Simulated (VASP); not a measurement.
Runs of VASP 6.6.1 on ScAl3. The structure is that of space group P4/mmm (No. 123), or close to it. The cells are those of the table. 

```tsv
cell	further INCAR settings	gap on the mesh (eV)	pressure (GPa)
a = 4.397, b = 4.397, c = 3.746 Å, 4 atoms	ALGO = Fast; EDIFF = 1e-06; NBANDS = 18	none	-4.0
a = 3.908, b = 3.908, c = 4.397 Å, 4 atoms	ALGO = Fast; EDIFF = 1e-07; NBANDS = 18	none	1.8
a = 3.908, b = 3.908, c = 4.234 Å, 4 atoms	ALGO = Fast; EDIFF = 1e-06; NBANDS = 18	none	(a)
a = 4.234, b = 4.234, c = 3.908 Å, 4 atoms	ALGO = Fast; EDIFF = 1e-06; NBANDS = 18	none	-2.7
a = 4.234, b = 4.234, c = 3.746 Å, 4 atoms	ALGO = Fast; EDIFF = 1e-06; NBANDS = 18	none	(b)
```

Alike in all rows: task single point; level PBEsol; potentials or basis VASP PAW PBE potentials, release 64 (Sc_sv, Al); no spin polarisation; k mesh 12 × 12 × 12; cutoff (eV) 520; smearing gaussian 0.15 eV.

Task: Estimate the missing entries.

Result: (a) 4.9; (b) 1.4.

Caveats: the PAW data sets were made with another functional, which shifts forces and pressure a little; the stress differs along the axes, from -8 to 5 GPa (at least some runs); the stress differs along the axes, from -10 to 8 GPa (at least some runs); the stress differs along the axes, from -4 to 9 GPa (at least some runs); the stress differs along the axes, from -6 to 4 GPa (at least some runs); the stress differs along the axes, from -3 to 11 GPa (at least some runs).

A gap of «none» marks levels without a gap at the run's occupations.
